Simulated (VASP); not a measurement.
Sb:

```
CELL_PARAMETERS angstrom
0.00000 2.37124 2.37124
2.37124 0.00000 2.37124
2.37124 2.37124 0.00000
ATOMIC_POSITIONS crystal
Sb 0.00000 0.00000 0.00000
```

| Item | Value |
| --- | --- |
| Program | VASP 6.6.1 |
| Task | relaxation of cell and atoms |
| Functional | LDA |
| Potentials or basis | VASP PAW LDA potentials, release 64 (Sb) |
| Cutoff | 600 eV |
| k mesh | 10 × 10 × 10 |
| Occupations | fermi-dirac, width 0.05 eV |
| Spin | no spin polarisation |

At the start: pressure -2.2 GPa; volume 26.67 Å³/atom.

Question: Where does the relaxation end?

Answer: Over 3 steps the energy falls by 6.8 meV/atom and the volume is 25.72 Å³/atom (-3.5 %); space group Fm-3m (No. 225, to 0.05 Å).

Step by step:
```
step  energy change (eV)  largest force (eV/Å)  pressure (GPa)  volume (Å³)
   1              0.0000                0.0000           -2.25        26.67
   2             -0.0049                0.0000            1.28        25.25
   3             -0.0068                0.0000           -0.01        25.72
```

Final structure:
```
Sb
1.0
     0.00000    2.34292    2.34292
     2.34292    0.00000    2.34292
     2.34292    2.34292    0.00000
Sb
1
Direct
  0.00000 0.00000 0.00000
```
